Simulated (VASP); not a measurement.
# AlSi15C15N (P1) in VASP: single point with HSE06

Aim: the single point of AlSi15C15N with HSE06.

Program: VASP 6.6.1. These are calculated values, not measurements. Logs are shortened: lines on timing, memory, paths and dates and some standing lists are left out, and cuts for length are marked.

### 1 The cell of the first run

The typed cell holds 96 atoms: a = 9.240 Å, b = 10.669 Å, c = 10.093 Å, α = 90.00°, β = 90.00°, γ = 90.00°.

### 2 Single point, HSE06

The input, POSCAR:

```
AlSi15C15N
1.0
    9.2401370000      0.0000000000      0.0000000000
    0.0000000000     10.6685480000      0.0000000000
    0.0000000000      0.0000000000     10.0933500000
Si Al C N
45 3 45 3
Direct
    0.1645230000      0.0817610000      0.2501620000
    0.1672490000      0.0828660000      0.7498370000
    0.9995630000      0.3332480000      0.2499910000
    0.9973360000      0.3316910000      0.7482310000
    0.5013970000      0.0828030000      0.2503080000
    0.4986620000      0.0824730000      0.7511050000
    0.3321480000      0.3353120000      0.2493550000
    0.3334650000      0.3334970000      0.7492880000
    0.1680610000      0.5840620000      0.2529560000
    0.1644160000      0.5843720000      0.7473650000
    0.0005210000      0.8340010000      0.2505230000
    0.0010500000      0.8335780000      0.7484330000
    0.8338320000      0.0818140000      0.2499110000
    0.8329310000      0.0819670000      0.7483650000
    0.6669790000      0.3331280000      0.2487430000
    0.6672700000      0.3318520000      0.7493400000
    0.4980750000      0.5842210000      0.2510940000
    0.5021790000      0.5841870000      0.7491940000
    0.3320620000      0.8308400000      0.2524320000
    0.3339410000      0.8351560000      0.7512220000
    0.8326220000      0.5846300000      0.2501620000
    0.6667670000      0.8331970000      0.2505860000
    0.6637190000      0.8335550000      0.7500220000
    0.0004510000      0.1654990000      0.5002990000
    0.9988110000      0.1672550000      0.9987210000
    0.3332890000      0.1672970000      0.5006080000
    0.3325400000      0.1679320000      0.9969750000
    0.1646620000      0.4172520000      0.5012070000
    0.1636120000      0.4167080000      0.9975540000
    0.0000280000      0.6672430000      0.5017130000
    0.9977440000      0.6658710000      0.0000050000
    0.6651930000      0.1655060000      0.4997510000
    0.6682000000      0.1668390000      0.9995020000
    0.4980530000      0.4178800000      0.5000520000
    0.5029800000      0.4173000000      0.9986490000
    0.3316810000      0.6661350000      0.5016790000
    0.1673670000      0.9146570000      0.4999120000
    0.1676560000      0.9168670000      0.9992620000
    0.8356410000      0.4170680000      0.5009040000
    0.8321390000      0.4180430000      0.0007100000
    0.6664340000      0.6686430000      0.5005800000
    0.6670700000      0.6651640000      0.9998610000
    0.4983570000      0.9163040000      0.9989170000
    0.8318330000      0.9148580000      0.4996270000
    0.8335480000      0.9147560000      0.9990240000
    0.8312340000      0.5837790000      0.7492170000
    0.3342240000      0.6663230000      0.9984620000
    0.5001940000      0.9169340000      0.5004470000
    0.0012260000      0.1671640000      0.1870850000
    0.0010680000      0.1649480000      0.6878990000
    0.3329180000      0.1677300000      0.6883690000
    0.1662680000      0.4164250000      0.1852170000
    0.1657280000      0.4163670000      0.6898070000
    0.0026810000      0.6663810000      0.1877650000
    0.0067690000      0.6705400000      0.6865170000
    0.6664360000      0.1673500000      0.1886180000
    0.6648900000      0.1659960000      0.6865200000
    0.5000160000      0.4140730000      0.1891950000
    0.5007190000      0.4150470000      0.6857300000
    0.3320780000      0.6649050000      0.1939070000
    0.3324490000      0.6654810000      0.6918380000
    0.1679430000      0.9182910000      0.1871830000
    0.1671050000      0.9183410000      0.6876260000
    0.8324460000      0.4157600000      0.1908640000
    0.8315900000      0.4075960000      0.6830440000
    0.6645810000      0.6662940000      0.1882690000
    0.6586800000      0.6716060000      0.6842980000
    0.4975820000      0.9181910000      0.1881030000
    0.4991350000      0.9189150000      0.6964880000
    0.8339240000      0.9166140000      0.1865510000
    0.8328260000      0.9162060000      0.6878460000
    0.1680690000      0.0835810000      0.4361260000
    0.1660520000      0.0853510000      0.9396320000
    0.9991500000      0.3316760000      0.4371700000
    0.9982900000      0.3340420000      0.9372750000
    0.4990130000      0.0951630000      0.4325880000
    0.4998050000      0.0864440000      0.9415470000
    0.3320770000      0.3334610000      0.4360910000
    0.3325160000      0.3356250000      0.9392950000
    0.1646630000      0.5811710000      0.4396710000
    0.9993360000      0.8342170000      0.4376920000
    0.0020260000      0.8316650000      0.9373780000
    0.8323510000      0.0849910000      0.4375320000
    0.8335370000      0.0823650000      0.9371310000
    0.6679400000      0.3317650000      0.9377660000
    0.5009210000      0.5812650000      0.4385210000
    0.5072030000      0.5781190000      0.9344930000
    0.3261790000      0.8289010000      0.4369600000
    0.3312640000      0.8398850000      0.9362680000
    0.8326320000      0.5811920000      0.4382190000
    0.8348390000      0.5828390000      0.9465270000
    0.6738010000      0.8301430000      0.4337370000
    0.6666660000      0.8327640000      0.9391980000
    0.3320820000      0.1678710000      0.1864880000
    0.1573840000      0.5783040000      0.9341450000
    0.6670400000      0.3343740000      0.4366430000
```

The input, INCAR.step1:

```
SYSTEM = AlSi15C15N
PREC = Accurate
ENCUT = 520
EDIFF = 1E-5
ISMEAR = -1
SIGMA = 0.05
LREAL = Auto
LASPH = .TRUE.
NELM = 60
ALGO = Normal
ISIF = 2
LWAVE = .TRUE.
LCHARG = .FALSE.
GGA = PE
NBANDS = 246
LUSENCCL = .FALSE.
```

The input, INCAR.step2:

```
SYSTEM = AlSi15C15N
PREC = Accurate
ENCUT = 520
EDIFF = 1E-7
ISMEAR = -1
SIGMA = 0.05
LREAL = Auto
LASPH = .TRUE.
NELM = 60
ALGO = Normal
ISIF = 2
LWAVE = .FALSE.
LCHARG = .FALSE.
GGA = PE
LHFCALC = .TRUE.
HFSCREEN = 0.2079
PRECFOCK = Fast
ISTART = 1
NBANDS = 246
LUSENCCL = .FALSE.
```

The input, KPOINTS:

```
Automatic mesh
0
G
  1 1 1
  0 0 0
```

Potentials or basis: VASP PAW PBE potentials, release 64 (Si, Al, C, N).

Run with:

```
> cat potpaw_PBE.64/Si/POTCAR potpaw_PBE.64/Al/POTCAR potpaw_PBE.64/C/POTCAR potpaw_PBE.64/N/POTCAR > POTCAR
> cp INCAR.step1 INCAR
> mpirun -np 1 vasp_gam > vasp.out
> cp INCAR.step2 INCAR
> mpirun -np 1 vasp_gam > vasp.out
```

OUTCAR:

```text
SYSTEM = AlSi15C15N
   PREC = Accurate
   ENCUT = 520
   EDIFF = 1E-7
   ISMEAR = -1
   LREAL = Auto
   LASPH = .TRUE.
   NELM = 60
   ISIF = 2
   GGA = PE
   LHFCALC = .TRUE.
   HFSCREEN = 0.2079
   PRECFOCK = Fast
   ISTART = 1

 ion  position               nearest neighbor table
   1  0.165  0.082  0.250-  62 1.86  49 1.87  72 1.88  94 1.91  11 3.05  13 3.06  24 3.08  38 3.08
                             3 3.09  37 3.09  19 3.09  25 3.10  26 3.11   5 3.11   7 3.12  27 3.13
   2  0.167  0.083  0.750-  63 1.86  50 1.87  51 1.88  73 1.92  20 3.06   6 3.06  27 3.06  12 3.07
                            38 3.08  26 3.08  24 3.08   8 3.08   4 3.08  14 3.09  25 3.09  37 3.10
   3  1.000  0.333  0.250-  64 1.87  49 1.88  74 1.89  52 1.89  15 3.07   7 3.07  39 3.08   1 3.09
                            13 3.09  40 3.09  28 3.09  25 3.09  21 3.09  29 3.10   9 3.10  24 3.10
   4  0.997  0.332  0.748-  65 1.85  50 1.88  53 1.89  75 1.91  39 3.05  16 3.05  14 3.07  24 3.07
                            28 3.07  25 3.08   2 3.08  29 3.08  46 3.10   8 3.11  10 3.11  40 3.11
   5  0.501  0.083  0.250-  76 1.84  68 1.87  56 1.88  94 1.92  32 3.07  22 3.07  13 3.07  15 3.08
                            48 3.08  33 3.10  43 3.10  26 3.10  19 3.11   1 3.11   7 3.11  27 3.13
   6  0.499  0.082  0.751-  69 1.83  51 1.89  57 1.89  77 1.92  20 3.05  27 3.06   2 3.06  23 3.06
                            43 3.07   8 3.08  16 3.08  48 3.09  14 3.09  26 3.09  33 3.09  32 3.10
   7  0.332  0.335  0.249-  58 1.87  52 1.88  78 1.88  94 1.90   9 3.06  17 3.07   3 3.07  34 3.09
                            15 3.09  28 3.10  29 3.10  26 3.11  35 3.11  27 3.11   5 3.11   1 3.12
   8  0.333  0.333  0.749-  51 1.87  53 1.88  59 1.89  79 1.92  27 3.06  26 3.07  34 3.07  28 3.08
                             6 3.08   2 3.08  16 3.08  29 3.09  18 3.10  35 3.10  10 3.10   4 3.11
   9  0.168  0.584  0.253-  60 1.84  54 1.88  80 1.89  52 1.91  19 3.04  17 3.05   7 3.06  36 3.06
[... 125 lines left out ...]
  95  0.157  0.578  0.934-  29 1.84  31 1.87  10 1.89  47 1.99
  96  0.667  0.334  0.437-  15 1.90  39 1.90  34 1.91  32 1.91

  LATTYP: Found a simple orthorhombic cell.
 ALAT       =     9.2401370000
 B/A-ratio  =     1.0923377002
 C/A-ratio  =     1.1545876430

  Lattice vectors:

 A1 = (  -9.2401370000,   0.0000000000,   0.0000000000)
 A2 = (   0.0000000000,   0.0000000000,  10.0933500000)
 A3 = (   0.0000000000,  10.6685480000,   0.0000000000)

Analysis of symmetry for initial positions (statically):
=====================================================================
 Subroutine PRICEL returns:
 Original cell was already a primitive cell.

 Routine SETGRP: Setting up the symmetry group for a
 simple orthorhombic supercell.

 Subroutine GETGRP returns: Found  1 space group operations
 (whereof  1 operations were pure point group operations)
 out of a pool of  8 trial point group operations.

The static configuration has the point symmetry C_1 .

Analysis of symmetry for dynamics (positions and initial velocities):
=====================================================================
 Subroutine PRICEL returns:
 Original cell was already a primitive cell.

 Routine SETGRP: Setting up the symmetry group for a
 simple orthorhombic supercell.

[... 240 lines left out ...]
   ISPIN  =      1    spin polarized calculation?
   LNONCOLLINEAR =      F non collinear calculations
   LSORBIT =      F    spin-orbit coupling
   LASPH  =      T    aspherical Exc in radial PAW
   ENCUT  =  520.0 eV  38.22 Ry    6.18 a.u.  17.18 19.84 18.77*2*pi/ulx,y,z
   NELM   =     60;   NELMIN=  2; NELMDL=  0     # of ELM steps
   EDIFF  = 0.1E-06   stopping-criterion for ELM
   LREAL  =      T    real-space projection
   EDIFFG = 0.1E-05   stopping-criterion for IOM
   NSW    =      0    number of steps for IOM
   IBRION =     -1    ionic relax: 0-MD 1-quasi-New 2-CG
   NFREE  =      0    steps in history (QN), initial steepest desc. (CG)
   ISIF   =      2    stress and relaxation
   ISYM   =      3    0-nonsym 1-usesym 2-fastsym
   POTIM  = 0.5000    time-step for ionic-motion
   TEBEG  =    0.0;   TEEND  =   0.0 temperature during run
   PSTRESS=    0.0 pullay stress
   NELECT =     384.0000    total number of electrons
   NUPDOWN=      -1.0000    fix difference up-down
   EMIN   =  10.00;   EMAX   =-10.00  energy-range for DOS
   EFERMI =   0.00;   METHOD = LEGACY
   ISMEAR =    -1;   SIGMA  =   0.05  broadening in eV -4-tet -1-fermi 0-gaus
   EFERMI_NEDOS =   21; number of points for ismear=-14 and -15
   IALGO  =     38    algorithm
   IMIX   =      1    mixing-type and parameters
     AMIX     =   0.40;   BMIX     =  1.00
     AMIX_MAG =   1.60;   BMIX_MAG =  1.00
  volume/ion in A,a.u.               =      10.36        69.94
  Fermi-wavevector in a.u.,A,eV,Ry     =   1.191916  2.252394 19.329295  1.420663
  Thomas-Fermi vector in A             =   2.327966
   LORBIT       =      0    0 simple, 1 ext, 2 COOP (PROOUT), +10 PAW based schemes
   GGA     = PE    functional components
   LHFCALC =     T    Hartree Fock is set to
   PRECFOCK=fast      Normal, Fast or Accurate (Low or Medium for compatibility)
   ENCUT4O =  -1.0   cutoff for four orbital integrals eV
   NKREDX  =     1    reduce k-point grid by
   NKREDY  =     1    reduce k-point grid by
   NKREDZ  =     1    reduce k-point grid by
   AEXX    =    0.2500 exact exchange contribution
   HFSCREEN=    0.2079 screening length (either q_TF or 0.3 A-1)
   HFSCREENC=   0.2079 screening length for correlation (either q_TF or 0.3 A-1)
   ENCUTFOCK=  -1.0 apply spherical cutoff to Coloumb kernel
   IVDW    =     0    specifies the selected vdW correction
   LEPSILON=     F    determine dielectric tensor
   LRPA    =     F    only Hartree local field effects (RPA)
 non-spin polarized calculation
  energy-cutoff  :      520.00
  volume of cell :      994.99
 maximum number of plane-waves:     13385
 NGX is ok and might be reduce to    70
  NGX = 36; NGY = 42; NGZ = 40

 number of electron     384.0000005 magnetization

 Free energy of the ion-electron system (eV)
  ---------------------------------------------------
  ext. energy  EPLUGINS =         0.00000000
  ---------------------------------------------------
  free energy    TOTEN  =      -828.58641811 eV

  energy without entropy =     -828.58641811  energy(sigma->0) =     -828.58641811

 E-fermi :   8.9130     XC(G=0):  -9.3211

 val. band max:        7.6870943565   @ k =   0.0000   0.0000   0.0000
 cond. band min:      10.8287581635   @ k =   0.0000   0.0000   0.0000
 fundamental gap:      3.1416638070
 Fermi energy:         8.9130360736

 k-point     1 :       0.0000    0.0000    0.0000
  band No.  band energies     occupation
      1     -11.1359      2.00000
      2     -10.9071      2.00000
      3     -10.5062      2.00000
      4      -8.9950      2.00000
      5      -8.2946      2.00000
      6      -8.2478      2.00000
[... 196 lines left out ...]
    203      12.4914      0.00000
    204      12.5131      0.00000
 [bands above 204 left out]

------------------------ aborting loop because EDIFF is reached ----------------------------------------

  FORCE on cell =-STRESS in cart. coord.  units (eV):
  Direction    XX          YY          ZZ          XY          YZ          ZX
  --------------------------------------------------------------------------------------
  -------------------------------------------------------------------------------------
  Total        0.0944585    -18.1083928    -12.2231004      0.0395605      0.3390737     -0.0479209
  in kB        0.1521011    -29.1589198    -19.6821665      0.0637021      0.5459912     -0.0771643
  external PRESSURE =     -16.2296617 kB  Pullay stress =       0.0000000 kB

 VOLUME and BASIS-vectors are now :
 -----------------------------------------------------------------------------
  energy-cutoff  :      520.00
  volume of cell :      994.99
      direct lattice vectors                 reciprocal lattice vectors
     9.240137000  0.000000000  0.000000000     0.108223504  0.000000000  0.000000000
     0.000000000 10.668548000  0.000000000     0.000000000  0.093733468  0.000000000
     0.000000000  0.000000000 10.093350000     0.000000000  0.000000000  0.099075134

 POSITION                                       TOTAL-FORCE (eV/Angst)
 -----------------------------------------------------------------------------------
      1.52022      0.87227      2.52497         0.011659      0.012600     -0.068635
      1.54540      0.88406      7.56837        -0.003540      0.051420     -0.083694
      9.23610      3.55527      2.52325        -0.011296      0.039257     -0.068927
      9.21552      3.53866      7.55216        -0.021706      0.049400     -0.102354
      4.63298      0.88339      2.52645         0.011161      0.041651     -0.016613
      4.60771      0.87987      7.58117        -0.004816      0.006280     -0.097524
[... 88 lines left out ...]
      1.45425      6.16966      9.42865        -0.041030     -0.017740      0.009378
      6.16354      3.56729      4.40719        -0.031025      0.030084      0.028461
 -----------------------------------------------------------------------------------
    total drift:                                0.032753      0.014186      0.002566

  FREE ENERGIE OF THE ION-ELECTRON SYSTEM (eV)
  ---------------------------------------------------
  free  energy   TOTEN  =      -828.5864181111 eV

  energy  without entropy=     -828.5864181110  energy(sigma->0) =     -828.58641811
```

Run time: 5.5 min. Hardware: 1 × NVIDIA H100 80GB with 1 thread of Intel Xeon Platinum 8481C at 2.70GHz (Sapphire Rapids), shared host; peak memory 1.7 GiB.

What came out:

```yaml
Free_energy: -828.5864 eV
Pressure: -1.6 GPa
Largest_force: 0.226 eV/Å
Band_gap_on_the_k_mesh: 3.14 eV
```

Forces in eV/Å, atoms in the order of the input:
```
Si   0.012  0.013 -0.069
Si  -0.004  0.051 -0.084
Si  -0.011  0.039 -0.069
Si  -0.022  0.049 -0.102
Si   0.011  0.042 -0.017
Si  -0.005  0.006 -0.098
Si   0.037  0.043 -0.075
Si   0.002  0.032 -0.091
Si   0.053  0.090 -0.088
Si   0.007  0.076 -0.058
Si   0.014  0.063 -0.081
Si   0.032  0.017 -0.105
Si   0.011  0.039 -0.074
Si   0.036  0.037 -0.061
Si   0.002  0.054 -0.070
Si   0.048  0.068 -0.118
Si  -0.029  0.100 -0.076
Si   0.007  0.081 -0.052
Si  -0.009  0.022 -0.049
Si   0.057  0.114 -0.048
Si   0.008  0.044 -0.056
Si   0.030  0.038 -0.039
Si  -0.050  0.041 -0.114
Si  -0.006 -0.020 -0.094
Si  -0.004 -0.072 -0.086
Si   0.044 -0.043 -0.123
Si   0.001 -0.069 -0.059
Si  -0.021 -0.028 -0.088
Si  -0.026 -0.022 -0.086
Si   0.010 -0.061 -0.047
Si  -0.049 -0.078 -0.069
Si  -0.046 -0.060 -0.120
Si  -0.024 -0.053 -0.083
Si   0.002 -0.007 -0.065
Si  -0.006 -0.015 -0.098
Si  -0.027 -0.016 -0.108
Si  -0.013 -0.105 -0.097
Si   0.043 -0.076 -0.102
Si  -0.005 -0.026 -0.027
Si   0.019 -0.031 -0.107
Si  -0.004 -0.021 -0.050
Si   0.042 -0.057 -0.065
Si  -0.058 -0.086 -0.080
Si   0.016 -0.088 -0.090
Si  -0.005 -0.034 -0.066
Al   0.002  0.087 -0.074
Al   0.037 -0.030 -0.045
Al  -0.012 -0.109 -0.063
C    0.008 -0.073  0.089
C   -0.034 -0.078  0.080
C   -0.016 -0.071  0.087
C    0.009 -0.130  0.066
C    0.018 -0.101  0.089
C   -0.044 -0.087  0.066
C    0.044 -0.036  0.039
C   -0.021 -0.067  0.088
C    0.011 -0.070  0.062
C   -0.024 -0.135  0.094
C   -0.029 -0.108  0.068
C    0.008 -0.126  0.155
C   -0.025 -0.129  0.111
C   -0.025 -0.059  0.085
C   -0.026 -0.083  0.091
C   -0.004 -0.101  0.110
C    0.013 -0.197  0.050
C    0.008 -0.114  0.085
C   -0.027 -0.075  0.046
C    0.012 -0.059  0.076
C   -0.002 -0.086  0.151
C   -0.006 -0.078  0.072
C   -0.002 -0.080  0.062
C   -0.022  0.120  0.069
C    0.028  0.112  0.081
C   -0.015  0.077  0.072
C    0.033  0.092  0.096
C    0.019  0.219  0.046
C   -0.029  0.109  0.111
C    0.053  0.056  0.050
C   -0.004  0.096  0.071
C    0.026  0.076  0.073
C    0.004  0.117  0.081
C   -0.031  0.072  0.091
C   -0.004  0.111  0.084
C    0.007  0.100  0.082
C   -0.017  0.069  0.093
C   -0.017  0.060  0.041
C   -0.021  0.032  0.042
C   -0.045  0.062  0.070
C    0.016  0.208  0.086
C    0.010  0.050  0.059
C    0.055  0.078  0.141
C    0.037  0.085  0.051
C    0.003  0.118  0.097
N   -0.009 -0.024  0.038
N   -0.041 -0.018  0.009
N   -0.031  0.030  0.028
```

Caveat: the k points lie up to 0.68 Å⁻¹ apart; the PAW data sets were made with another functional, which shifts forces and pressure a little. A k mesh can miss the band edges.
